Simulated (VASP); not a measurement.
# SnSe (Fm-3m) in VASP: single point with HSE06

Aim: the single point of SnSe with HSE06.

Everything below comes from runs of VASP 6.6.1. Logs are shortened: lines on timing, memory, paths and dates and some standing lists are left out, and cuts for length are marked.

## Step 1: The cell of the first run

It takes space group Fm-3m (No. 225, cubic). The conventional cell has a = 6.004 Å, b = 6.004 Å, c = 6.004 Å, α = 90.00°, β = 90.00°, γ = 90.00°. Within 4.0 Å of Sn (site symmetry m-3m) lie 6 Se at 3.00 Å. Se (site symmetry m-3m) has 6 Sn at 3.00 Å within 4.0 Å.

## Step 2: Single point, HSE06

Input file POSCAR:

```
SnSe
1.0
    0.0000000000      3.0021131537      3.0021131537
    3.0021131537      0.0000000000      3.0021131537
    3.0021131537      3.0021131537      0.0000000000
Sn Se
1 1
Direct
    0.0000000000      0.0000000000      0.0000000000
    0.5000000000      0.5000000000      0.5000000000
```

Input file INCAR.step1:

```
SYSTEM = SnSe
PREC = Accurate
ENCUT = 400
EDIFF = 1E-5
ISMEAR = -1
SIGMA = 0.02
LREAL = .FALSE.
LASPH = .TRUE.
NELM = 120
ALGO = Normal
ISIF = 2
LWAVE = .TRUE.
LCHARG = .FALSE.
NBANDS = 17
GGA = PE
GGA_COMPAT = .FALSE.
```

Input file INCAR.step2:

```
SYSTEM = SnSe
PREC = Accurate
ENCUT = 400
EDIFF = 1E-6
ISMEAR = -1
SIGMA = 0.02
LREAL = .FALSE.
LASPH = .TRUE.
NELM = 120
ALGO = Normal
ISIF = 2
LWAVE = .FALSE.
LCHARG = .FALSE.
GGA = PE
LHFCALC = .TRUE.
HFSCREEN = 0.2079
PRECFOCK = Normal
NBANDS = 17
ISTART = 1
GGA_COMPAT = .FALSE.
```

Input file KPOINTS:

```
regular mesh
0
G
  6 6 6
  0 0 0
```

Potentials or basis: VASP PAW PBE potentials, release 64 (Sn_d, Se).

On the command line:

```
$ cat potpaw_PBE.64/Sn_d/POTCAR potpaw_PBE.64/Se/POTCAR > POTCAR
$ cp INCAR.step1 INCAR
$ mpirun -np 1 vasp_std > vasp.out
$ cp INCAR.step2 INCAR
$ mpirun -np 1 vasp_std > vasp.out
```

OUTCAR:

```text
SYSTEM = SnSe
   PREC = Accurate
   ENCUT = 400
   EDIFF = 1E-6
   ISMEAR = -1
   LREAL = .FALSE.
   LASPH = .TRUE.
   NELM = 120
   ISIF = 2
   GGA = PE
   LHFCALC = .TRUE.
   HFSCREEN = 0.2079
   PRECFOCK = Normal
   ISTART = 1

 ion  position               nearest neighbor table
   1  0.000  0.000  0.000-   2 3.00   2 3.00   2 3.00   2 3.00   2 3.00   2 3.00
   2  0.500  0.500  0.500-   1 3.00   1 3.00   1 3.00   1 3.00   1 3.00   1 3.00

  LATTYP: Found a face centered cubic cell.
 ALAT       =     6.0042263074

  Lattice vectors:

 A1 = (   0.0000000000,   3.0021131537,   3.0021131537)
 A2 = (   3.0021131537,   0.0000000000,   3.0021131537)
 A3 = (   3.0021131537,   3.0021131537,   0.0000000000)

Analysis of symmetry for initial positions (statically):
=====================================================================
 Subroutine PRICEL returns:
 Original cell was already a primitive cell.

 Routine SETGRP: Setting up the symmetry group for a
 face centered cubic supercell.

 Subroutine GETGRP returns: Found 48 space group operations
 (whereof 48 operations were pure point group operations)
 out of a pool of 48 trial point group operations.

The static configuration has the point symmetry O_h .

Analysis of symmetry for dynamics (positions and initial velocities):
=====================================================================
 Subroutine PRICEL returns:
 Original cell was already a primitive cell.

 Routine SETGRP: Setting up the symmetry group for a
 face centered cubic supercell.

 Subroutine GETGRP returns: Found 48 space group operations
 (whereof 48 operations were pure point group operations)
 out of a pool of 48 trial point group operations.

The dynamic configuration has the point symmetry O_h .

 Subroutine INISYM returns: Found 48 space group operations
 (whereof 48 operations are pure point group operations),
 and found     1 'primitive' translations

----------------------------------------------------------------------------------------

                                     Primitive cell

  volume of cell :      54.1142

  direct lattice vectors                    reciprocal lattice vectors
     0.000000000  3.002113154  3.002113154    -0.166549352  0.166549352  0.166549352
     3.002113154  0.000000000  3.002113154     0.166549352 -0.166549352  0.166549352
     3.002113154  3.002113154  0.000000000     0.166549352  0.166549352 -0.166549352

  length of vectors
     4.245629138  4.245629138  4.245629138     0.288471939  0.288471939  0.288471939

  position of ions in fractional coordinates (direct lattice)
     0.000000000  0.000000000  0.000000000
     0.500000000  0.500000000  0.500000000

  ion indices of the primitive-cell ions
   primitive index   ion index
                 1           1
                 2           2

----------------------------------------------------------------------------------------

 KPOINTS: regular mesh

Automatic generation of k-mesh.
 Grid dimensions read from file:
 generate k-points for:    6    6    6

 Generating k-lattice:

  Cartesian coordinates                     Fractional coordinates (reciprocal lattice)
    -0.027758225  0.027758225  0.027758225     0.166666667  0.000000000  0.000000000
     0.027758225 -0.027758225  0.027758225     0.000000000  0.166666667  0.000000000
     0.027758225  0.027758225 -0.027758225     0.000000000  0.000000000  0.166666667

  Length of vectors
     0.048078657  0.048078657  0.048078657

  Shift w.r.t. Gamma in fractional coordinates (k-lattice)
     0.000000000  0.000000000  0.000000000

 Subroutine IBZKPT returns following result:
 ===========================================

 Found     16 irreducible k-points:

 Following reciprocal coordinates:
            Coordinates               Weight
  0.000000  0.000000  0.000000      1.000000
  0.166667  0.000000  0.000000      8.000000
  0.333333  0.000000  0.000000      8.000000
  0.500000  0.000000  0.000000      4.000000
  0.166667  0.166667  0.000000      6.000000
  0.333333  0.166667  0.000000     24.000000
[... 8 lines left out ...]
 -0.333333  0.333333  0.166667     24.000000
 -0.333333  0.500000  0.166667     12.000000
   k-points           NKPTS =     16   k-points in BZ     NKDIM =    216   number of bands    NBANDS=     17
   number of dos      NEDOS =    301   number of ions     NIONS =      2
   total plane-waves  NPLWV =  21952
   dimension x,y,z NGX =    28 NGY =   28 NGZ =   28
   dimension x,y,z NGXF=    56 NGYF=   56 NGZF=   56
   ions per type =               1   1
   NGX,Y,Z   is equivalent  to a cutoff of  10.96, 10.96, 10.96 a.u.
   NGXF,Y,Z  is equivalent  to a cutoff of  21.93, 21.93, 21.93 a.u.
 SYSTEM =  SnSe
   PREC   = accura    normal or accurate (medium, high low for compatibility)
   ISTART =      1    job   : 0-new  1-cont  2-samecut
   ICHARG =      0    charge: 1-file 2-atom 10-const
   ISPIN  =      1    spin polarized calculation?
   LNONCOLLINEAR =      F non collinear calculations
   LSORBIT =      F    spin-orbit coupling
   LASPH  =      T    aspherical Exc in radial PAW
   ENCUT  =  400.0 eV  29.40 Ry    5.42 a.u.   6.92  6.92  6.92*2*pi/ulx,y,z
   NELM   =    120;   NELMIN=  2; NELMDL=  0     # of ELM steps
   EDIFF  = 0.1E-05   stopping-criterion for ELM
   LREAL  =      F    real-space projection
   EDIFFG = 0.1E-04   stopping-criterion for IOM
   NSW    =      0    number of steps for IOM
   IBRION =     -1    ionic relax: 0-MD 1-quasi-New 2-CG
   NFREE  =      0    steps in history (QN), initial steepest desc. (CG)
   ISIF   =      2    stress and relaxation
   ISYM   =      3    0-nonsym 1-usesym 2-fastsym
   POTIM  = 0.5000    time-step for ionic-motion
   TEBEG  =    0.0;   TEEND  =   0.0 temperature during run
   PSTRESS=    0.0 pullay stress
   NELECT =      20.0000    total number of electrons
   NUPDOWN=      -1.0000    fix difference up-down
   EMIN   =  10.00;   EMAX   =-10.00  energy-range for DOS
   EFERMI =   0.00;   METHOD = LEGACY
   ISMEAR =    -1;   SIGMA  =   0.02  broadening in eV -4-tet -1-fermi 0-gaus
   EFERMI_NEDOS =   21; number of points for ismear=-14 and -15
   IALGO  =     38    algorithm
   IMIX   =      1    mixing-type and parameters
     AMIX     =   0.40;   BMIX     =  1.00
     AMIX_MAG =   1.60;   BMIX_MAG =  1.00
  volume/ion in A,a.u.               =      27.06       182.59
  Fermi-wavevector in a.u.,A,eV,Ry     =   1.174846  2.220138 18.779634  1.380264
  Thomas-Fermi vector in A             =   2.311237
   LORBIT       =      0    0 simple, 1 ext, 2 COOP (PROOUT), +10 PAW based schemes
   GGA     = PE    functional components
   LHFCALC =     T    Hartree Fock is set to
   PRECFOCK=normal    Normal, Fast or Accurate (Low or Medium for compatibility)
   ENCUT4O =  -1.0   cutoff for four orbital integrals eV
   NKREDX  =     1    reduce k-point grid by
   NKREDY  =     1    reduce k-point grid by
   NKREDZ  =     1    reduce k-point grid by
   AEXX    =    0.2500 exact exchange contribution
   HFSCREEN=    0.2079 screening length (either q_TF or 0.3 A-1)
   HFSCREENC=   0.2079 screening length for correlation (either q_TF or 0.3 A-1)
   ENCUTFOCK=  -1.0 apply spherical cutoff to Coloumb kernel
   IVDW    =     0    specifies the selected vdW correction
   LEPSILON=     F    determine dielectric tensor
   LRPA    =     F    only Hartree local field effects (RPA)
 non-spin polarized calculation
  energy-cutoff  :      400.00
  volume of cell :       54.11
 maximum number of plane-waves:      1002
  NGX = 24; NGY = 24; NGZ = 24

 number of electron      19.9999993 magnetization

 Free energy of the ion-electron system (eV)
  ---------------------------------------------------
  ext. energy  EPLUGINS =         0.00000000
  ---------------------------------------------------
  free energy    TOTEN  =        -9.77195824 eV

  energy without entropy =       -9.77195786  energy(sigma->0) =       -9.77195805

 E-fermi :   5.9756     XC(G=0):  -8.0265

 val. band max:        5.7610197125   @ k =   0.5000   0.0000   0.0000
 cond. band min:       6.1902774700   @ k =   0.5000   0.0000   0.0000
 fundamental gap:      0.4292577575
 Fermi energy:         5.9756486329

 k-point     1 :       0.0000    0.0000    0.0000
  band No.  band energies     occupation
      1     -18.4144      2.00000
      2     -18.4144      2.00000
      3     -18.4087      2.00000
      4     -18.4087      2.00000
      5     -18.4087      2.00000
      6     -10.0057      2.00000
[... 9 lines left out ...]
     16      11.8836      0.00000
     17      14.2949      0.00000

 k-point     2 :       0.1667    0.0000    0.0000
  band No.  band energies     occupation
      1     -18.4164      2.00000
      2     -18.4164      2.00000
      3     -18.4082      2.00000
      4     -18.4059      2.00000
      5     -18.4059      2.00000
      6      -9.7895      2.00000
[... 9 lines left out ...]
     16      12.5615      0.00000
     17      16.1478      0.00000

 k-point     3 :       0.3333    0.0000    0.0000
  band No.  band energies     occupation
      1     -18.4212      2.00000
      2     -18.4212      2.00000
      3     -18.4071      2.00000
      4     -18.3996      2.00000
      5     -18.3996      2.00000
      6      -9.2690      2.00000
[... 9 lines left out ...]
     16      14.3024      0.00000
     17      18.2805      0.00000

 k-point     4 :       0.5000    0.0000    0.0000
  band No.  band energies     occupation
      1     -18.4236      2.00000
      2     -18.4236      2.00000
      3     -18.4066      2.00000
      4     -18.3963      2.00000
      5     -18.3963      2.00000
      6      -8.9386      2.00000
[... 9 lines left out ...]
     16      16.5164      0.00000
     17      16.5164      0.00000

 k-point     5 :       0.1667    0.1667    0.0000
  band No.  band energies     occupation
      1     -18.4209      2.00000
      2     -18.4125      2.00000
      3     -18.4105      2.00000
      4     -18.4044      2.00000
      5     -18.4044      2.00000
      6      -9.7171      2.00000
[... 9 lines left out ...]
     16      13.7255      0.00000
     17      14.6809      0.00000

 k-point     6 :       0.3333    0.1667    0.0000
  band No.  band energies     occupation
      1     -18.4269      2.00000
      2     -18.4144      2.00000
      3     -18.4098      2.00000
      4     -18.4004      2.00000
      5     -18.3985      2.00000
      6      -9.2938      2.00000
[... 9 lines left out ...]
     16      15.2624      0.00000
     17      16.9770      0.00000

 k-point     7 :       0.5000    0.1667    0.0000
  band No.  band energies     occupation
      1     -18.4287      2.00000
      2     -18.4190      2.00000
      3     -18.4060      2.00000
      4     -18.3986      2.00000
      5     -18.3953      2.00000
      6      -8.8676      2.00000
[... 9 lines left out ...]
     16      16.6959      0.00000
     17      17.1010      0.00000

 k-point     8 :      -0.3333    0.1667    0.0000
  band No.  band energies     occupation
      1     -18.4246      2.00000
      2     -18.4213      2.00000
      3     -18.4049      2.00000
      4     -18.3986      2.00000
      5     -18.3985      2.00000
      6      -8.9778      2.00000
[... 9 lines left out ...]
     16      15.6916      0.00000
     17      17.4392      0.00000
[... 43 lines left out ...]
      1     -18.4405      2.00000
      2     -18.4121      2.00000
      3     -18.4104      2.00000
      4     -18.3940      2.00000
      5     -18.3927      2.00000
      6      -8.7070      2.00000
[... 9 lines left out ...]
     16      17.4606      0.00000
     17      17.8165      0.00000

 k-point    12 :      -0.3333    0.3333    0.0000
  band No.  band energies     occupation
      1     -18.4339      2.00000
      2     -18.4160      2.00000
      3     -18.4051      2.00000
      4     -18.3984      2.00000
      5     -18.3949      2.00000
      6      -8.6782      2.00000
[... 9 lines left out ...]
     16      15.3124      0.00000
     17      17.9328      0.00000

 k-point    13 :       0.5000    0.5000    0.0000
  band No.  band energies     occupation
      1     -18.4470      2.00000
      2     -18.4156      2.00000
      3     -18.4067      2.00000
      4     -18.3907      2.00000
      5     -18.3907      2.00000
      6      -8.6158      2.00000
[... 9 lines left out ...]
     16      18.0763      0.00000
     17      19.0198      0.00000

 k-point    14 :       0.5000    0.3333    0.1667
  band No.  band energies     occupation
      1     -18.4321      2.00000
      2     -18.4150      2.00000
      3     -18.4085      2.00000
      4     -18.3977      2.00000
      5     -18.3956      2.00000
      6      -8.9032      2.00000
[... 9 lines left out ...]
     16      16.2609      0.00000
     17      16.7936      0.00000

 k-point    15 :      -0.3333    0.3333    0.1667
  band No.  band energies     occupation
      1     -18.4334      2.00000
      2     -18.4167      2.00000
      3     -18.4035      2.00000
      4     -18.4018      2.00000
      5     -18.3930      2.00000
      6      -8.6780      2.00000
[... 9 lines left out ...]
     16      17.7889      0.00000
     17      17.8082      0.00000

 k-point    16 :      -0.3333    0.5000    0.1667
  band No.  band energies     occupation
      1     -18.4400      2.00000
      2     -18.4121      2.00000
      3     -18.4095      2.00000
      4     -18.3971      2.00000
      5     -18.3907      2.00000
      6      -8.5914      2.00000
[... 9 lines left out ...]
     16      17.5545      0.00000
     17      19.1295      0.00000

------------------------ aborting loop because EDIFF is reached ----------------------------------------

  FORCE on cell =-STRESS in cart. coord.  units (eV):
  Direction    XX          YY          ZZ          XY          YZ          ZX
  --------------------------------------------------------------------------------------
  -------------------------------------------------------------------------------------
  Total       -0.0952945     -0.0952945     -0.0952945     -0.0000000     -0.0000000     -0.0000000
  in kB       -2.8214168     -2.8214168     -2.8214168     -0.0000000     -0.0000000     -0.0000000
  external PRESSURE =      -2.8214168 kB  Pullay stress =       0.0000000 kB

 VOLUME and BASIS-vectors are now :
 -----------------------------------------------------------------------------
  energy-cutoff  :      400.00
  volume of cell :       54.11
      direct lattice vectors                 reciprocal lattice vectors
     0.000000000  3.002113154  3.002113154    -0.166549352  0.166549352  0.166549352
     3.002113154  0.000000000  3.002113154     0.166549352 -0.166549352  0.166549352
     3.002113154  3.002113154  0.000000000     0.166549352  0.166549352 -0.166549352

 POSITION                                       TOTAL-FORCE (eV/Angst)
 -----------------------------------------------------------------------------------
      0.00000      0.00000      0.00000         0.000000     -0.000000      0.000000
      3.00211      3.00211      3.00211        -0.000000      0.000000     -0.000000
 -----------------------------------------------------------------------------------
    total drift:                                0.000000     -0.000000      0.000000

  FREE ENERGIE OF THE ION-ELECTRON SYSTEM (eV)
  ---------------------------------------------------
  free  energy   TOTEN  =        -9.7719582370 eV

  energy  without entropy=       -9.7719578574  energy(sigma->0) =       -9.77195805
```

It took 59 min on 1 thread of Intel Xeon Platinum 8259CL at 2.50GHz (Skylake/Cascade Lake), shared host; peak memory 0.28 GiB.

Results:

```
Free energy            : -9.7720 eV
Pressure               : -0.3 GPa
Band gap on the k mesh : 0.43 eV
```

Caveat: the structure was generated, so it needn't be the stable form of SnSe; the PAW data sets were made with another functional, which shifts forces and pressure a little; spin-orbit coupling is left out, which moves the levels of the heavy elements.
